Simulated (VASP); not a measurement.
# K4Zn4F13 (a cell with a defect) in VASP: single point with PBEsol

Aim: the single point of K4Zn4F13 (a cell with a defect) with PBEsol.

Program: VASP 6.6.1. These are calculated values, not measurements. Logs are shortened: lines on timing, memory, paths and dates and some standing lists are left out, and cuts for length are marked.

## 1. The cell of the first run

The cell holds a defect, 21 atoms: a = 8.105 Å, b = 8.105 Å, c = 4.052 Å, α = 90.00°, β = 90.00°, γ = 90.00°.

## 2. Single point, PBEsol

INCAR reads:

```
  PREC = Accurate
  ENCUT = 520
  EDIFF = 1E-6
  ISMEAR = 1
  SIGMA = 0.05
  LREAL = Auto
  LASPH = T
  NELM = 60
  ALGO = Normal
  ISIF = 2
  LWAVE = F
  LCHARG = F
  GGA = PS
  NBANDS = 104
  NELECT = 176.0
```

KPOINTS reads:

```
Automatic mesh
0
Gamma
  1 1 1
  0.5 0.5 0.5
```

POSCAR reads:

```
K4Zn4F13
1.0
    8.1045260000      0.0000000000      0.0000000000
    0.0000000000      8.1045260000      0.0000000000
    0.0000000000      0.0000000000      4.0522630000
K Zn F
4 4 13
Direct
    0.0062370000      0.0030070000      0.9970090000
    0.9912670000      0.5058640000      0.0106270000
    0.4959160000      0.9969370000      0.9862750000
    0.4975880000      0.5033760000      0.0010660000
    0.2480160000      0.2430600000      0.5004980000
    0.2543900000      0.7467760000      0.4957000000
    0.7516430000      0.2543240000      0.5001540000
    0.7396280000      0.7601460000      0.4733010000
    0.2447980000      0.2517080000      0.0117970000
    0.2587270000      0.7461790000      0.0004270000
    0.7425480000      0.2557090000      0.0062000000
    0.7460740000      0.7512860000      0.9992690000
    0.0015570000      0.2521140000      0.5132870000
    0.9951220000      0.7505230000      0.4906480000
    0.5105930000      0.2518540000      0.4942340000
    0.4951600000      0.7461450000      0.5090990000
    0.2463570000      0.9953360000      0.5067490000
    0.2561500000      0.5024500000      0.4953550000
    0.7593150000      0.0101360000      0.5007750000
    0.7582430000      0.4980780000      0.5030690000
    0.5007890000      0.7554660000      0.9938470000
```

Potentials or basis: VASP PAW PBE potentials, release 64 (K_sv, Zn, F).

Run with:

```
cat potpaw_PBE.64/K_sv/POTCAR potpaw_PBE.64/Zn/POTCAR potpaw_PBE.64/F/POTCAR > POTCAR
mpirun -np 1 vasp_std > vasp.out
```

OUTCAR:

```text
PREC = Accurate
   ENCUT = 520
   EDIFF = 1E-6
   ISMEAR = 1
   LREAL = Auto
   LASPH = T
   NELM = 60
   ISIF = 2
   GGA = PS
   NELECT = 176.0

 ion  position               nearest neighbor table
   1  0.006  0.003  0.997-  17 2.78   9 2.79  13 2.81  19 2.84  17 2.84   5 3.42
   2  0.991  0.506  0.011-  20 2.75  14 2.78  20 2.79  12 2.81
   3  0.496  0.997  0.986-  21 1.96  10 2.80  17 2.80  16 2.81  12 2.84   8 3.39
   4  0.498  0.503  0.001-  21 2.04  10 2.76  18 2.80  16 2.80  11 2.82  18 2.83  12 2.84  16 2.85
                            15 2.86
   5  0.248  0.243  0.500-   9 1.98  13 2.00  17 2.01   9 2.07  18 2.10  15 2.13   1 3.42
   6  0.254  0.747  0.496-  16 1.95  18 1.98  10 2.01  17 2.02  10 2.05  14 2.10
   7  0.752  0.254  0.500-  15 1.95  20 1.98  19 1.98  11 2.00  13 2.03  11 2.05
   8  0.740  0.760  0.473-  12 1.92  16 1.99  19 2.04  14 2.07  20 2.13  12 2.13   3 3.39
   9  0.245  0.252  0.012-   5 1.98   5 2.07   1 2.79
  10  0.259  0.746  0.000-   6 2.01   6 2.05   4 2.76   3 2.80
  11  0.743  0.256  0.006-   7 2.00   7 2.05   4 2.82
  12  0.746  0.751  0.999-   8 1.92   8 2.13   2 2.81   3 2.84   4 2.84
  13  0.002  0.252  0.513-   5 2.00   7 2.03   1 2.81
  14  0.995  0.751  0.491-   8 2.07   6 2.10   2 2.78
  15  0.511  0.252  0.494-   7 1.95   5 2.13   4 2.86
  16  0.495  0.746  0.509-   6 1.95   8 1.99   4 2.80   3 2.81   4 2.85
  17  0.246  0.995  0.507-   5 2.01   6 2.02   1 2.78   3 2.80   1 2.84
  18  0.256  0.502  0.495-   6 1.98   5 2.10   4 2.80   4 2.83
  19  0.759  0.010  0.501-   7 1.98   8 2.04   1 2.84
  20  0.758  0.498  0.503-   7 1.98   8 2.13   2 2.75   2 2.79
  21  0.501  0.755  0.994-   3 1.96   4 2.04

  LATTYP: Found a simple tetragonal cell.
 ALAT       =     8.1045260000
 C/A-ratio  =     0.5000000000

  Lattice vectors:

 A1 = (   8.1045260000,   0.0000000000,   0.0000000000)
 A2 = (   0.0000000000,   8.1045260000,   0.0000000000)
 A3 = (   0.0000000000,   0.0000000000,   4.0522630000)

Analysis of symmetry for initial positions (statically):
=====================================================================
 Subroutine PRICEL returns:
 Original cell was already a primitive cell.

 Routine SETGRP: Setting up the symmetry group for a
 simple tetragonal supercell.

 Subroutine GETGRP returns: Found  1 space group operations
 (whereof  1 operations were pure point group operations)
 out of a pool of 16 trial point group operations.

The static configuration has the point symmetry C_1 .

Analysis of symmetry for dynamics (positions and initial velocities):
=====================================================================
 Subroutine PRICEL returns:
[... 132 lines left out ...]
   TEBEG  =    0.0;   TEEND  =   0.0 temperature during run
   PSTRESS=    0.0 pullay stress
   NELECT =     176.0000    total number of electrons
   NUPDOWN=      -1.0000    fix difference up-down
   EMIN   =  10.00;   EMAX   =-10.00  energy-range for DOS
   EFERMI =   0.00;   METHOD = LEGACY
   ISMEAR =     1;   SIGMA  =   0.05  broadening in eV -4-tet -1-fermi 0-gaus
   EFERMI_NEDOS =   21; number of points for ismear=-14 and -15
   IALGO  =     38    algorithm
   IMIX   =      4    mixing-type and parameters
     AMIX     =   0.40;   BMIX     =  1.00
     AMIX_MAG =   1.60;   BMIX_MAG =  1.00
  volume/ion in A,a.u.               =      12.67        85.53
  Fermi-wavevector in a.u.,A,eV,Ry     =   1.426247  2.695216 27.676709  2.034181
  Thomas-Fermi vector in A             =   2.546545
   LORBIT       =      0    0 simple, 1 ext, 2 COOP (PROOUT), +10 PAW based schemes
   GGA     = PS    functional components
   LHFCALC =     F    Hartree Fock is set to
   AEXX    =    0.0000 exact exchange contribution
   IVDW    =     0    specifies the selected vdW correction
   LEPSILON=     F    determine dielectric tensor
   LRPA    =     F    only Hartree local field effects (RPA)
 non-spin polarized calculation
 Methfessel and Paxton  Order N= 1 SIGMA  =   0.05
  energy-cutoff  :      520.00
  volume of cell :      266.17
 maximum number of plane-waves:      7136
 NGX is ok and might be reduce to    60
   NGX = 31   NGY = 31   NGZ = 15

 number of electron     176.0000013 magnetization

 Free energy of the ion-electron system (eV)
  ---------------------------------------------------
  ext. energy  EPLUGINS =         0.00000000
  ---------------------------------------------------
  free energy    TOTEN  =       -82.13054067 eV

  energy without entropy =      -82.13343962  energy(sigma->0) =      -82.13150698

 E-fermi :   2.0199     XC(G=0): -10.3857

 val. band max:        1.9778514149   @ k =   0.5000   0.5000   0.5000
 cond. band min:       5.8399906272   @ k =   0.5000   0.5000   0.5000
 fundamental gap:      3.8621392124
 Fermi energy:         2.0199455257

 k-point     1 :       0.5000    0.5000    0.5000
  band No.  band energies     occupation
      1     -28.3117      2.00000
      2     -28.0898      2.00000
      3     -26.6457      2.00000
      4     -26.5015      2.00000
      5     -22.6508      2.00000
      6     -22.6344      2.00000
[... 92 lines left out ...]
     99       8.9871      0.00000
    100       9.2052      0.00000
 [bands above 100 left out]

------------------------ aborting loop because EDIFF is reached ----------------------------------------

  FORCE on cell =-STRESS in cart. coord.  units (eV):
  Direction    XX          YY          ZZ          XY          YZ          ZX
  --------------------------------------------------------------------------------------
  -------------------------------------------------------------------------------------
  Total       28.3465401     27.1047122     12.6277583     -0.0300705     -0.0570332     -0.1025220
  in kB      170.6309375    163.1558004     76.0123188     -0.1810083     -0.3433089     -0.6171273
  external PRESSURE =     136.5996855 kB  Pullay stress =       0.0000000 kB

 VOLUME and BASIS-vectors are now :
 -----------------------------------------------------------------------------
  energy-cutoff  :      520.00
  volume of cell :      266.17
      direct lattice vectors                 reciprocal lattice vectors
     8.104526000  0.000000000  0.000000000     0.123387845  0.000000000  0.000000000
     0.000000000  8.104526000  0.000000000     0.000000000  0.123387845  0.000000000
     0.000000000  0.000000000  4.052263000     0.000000000  0.000000000  0.246775691

 POSITION                                       TOTAL-FORCE (eV/Angst)
 -----------------------------------------------------------------------------------
      0.05055      0.02437      4.04014        -0.195909     -0.358122      0.013765
      8.03375      4.09979      0.04306         0.177188      0.212732     -0.076124
      4.01916      8.07970      3.99665         0.032125      3.605427     -0.008393
      4.03271      4.07962      0.00432         0.060067     -2.209263     -0.002314
      2.01005      1.96989      2.02815         0.946239      0.328391      0.291438
      2.06171      6.05227      2.00871         0.630601     -0.043786      0.081852
[... 13 lines left out ...]
      6.14520      4.03669      2.03857         0.076674      0.291966      0.021518
      4.05866      6.12269      4.02733         0.466856     -1.117036      1.281115
 -----------------------------------------------------------------------------------
    total drift:                               -0.011030      0.004252      0.011950

  FREE ENERGIE OF THE ION-ELECTRON SYSTEM (eV)
  ---------------------------------------------------
  free  energy   TOTEN  =       -82.1305406658 eV

  energy  without entropy=      -82.1334396185  energy(sigma->0) =      -82.13150698
```

OSZICAR:

```text
N       E                     dE             d eps       ncg     rms          rms(c)
DAV:   1     0.263045625009E+04    0.26305E+04   -0.83576E+04   208   0.204E+03
DAV:   2     0.310874786525E+03   -0.23196E+04   -0.21943E+04   232   0.600E+02
DAV:   3    -0.690629501219E+02   -0.37994E+03   -0.37530E+03   216   0.243E+02
[... 11 lines left out ...]
DAV:  15    -0.821305559582E+02    0.60736E-05   -0.20424E-04   272   0.116E-01    0.333E-02
DAV:  16    -0.821305455395E+02    0.10419E-04   -0.60205E-05   296   0.931E-02    0.188E-02
DAV:  17    -0.821305406788E+02    0.48606E-05   -0.39526E-05   288   0.375E-02    0.807E-03
DAV:  18    -0.821305407524E+02   -0.73545E-07   -0.12094E-05   280   0.421E-02    0.606E-03
DAV:  19    -0.821305406658E+02    0.86533E-07   -0.35366E-06   184   0.112E-02
   1 F= -.82130541E+02 E0= -.82131507E+02  d E =0.289895E-02
```

Run time: 81 s. Hardware: 1 thread of Intel Xeon 6975P-C (Granite Rapids), shared host; peak memory 0.32 GiB.

Results:

* Free energy: -82.1305 eV
* Largest force: 4.808 eV/Å

Forces on the atoms (eV/Å):
```
K   -0.196 -0.358  0.014
K    0.177  0.213 -0.076
K    0.032  3.605 -0.008
K    0.060 -2.209 -0.002
Zn   0.946  0.328  0.291
Zn   0.631 -0.044  0.082
Zn   0.052  0.072  0.178
Zn  -1.276 -0.171  0.689
F   -0.155  0.123 -0.465
F   -4.807 -0.028 -0.134
F    0.313 -0.042 -0.266
F    4.543 -0.221 -0.768
F    0.068 -0.015  0.006
F    0.247  0.100  0.081
F   -1.323 -0.126  0.094
F    0.652  0.219 -1.151
F   -0.182  0.747  0.004
F   -0.465 -1.106  0.084
F    0.138 -0.263  0.044
F    0.077  0.292  0.022
F    0.467 -1.117  1.281
```

Caveat: the k points lie up to 1.55 Å⁻¹ apart; the cell carries a net charge on a neutralising background, which shifts energy and pressure; the cell is charged against a uniform background, so pressure and absolute levels hang on convention; the PAW data sets were made with another functional, which shifts forces and pressure a little.
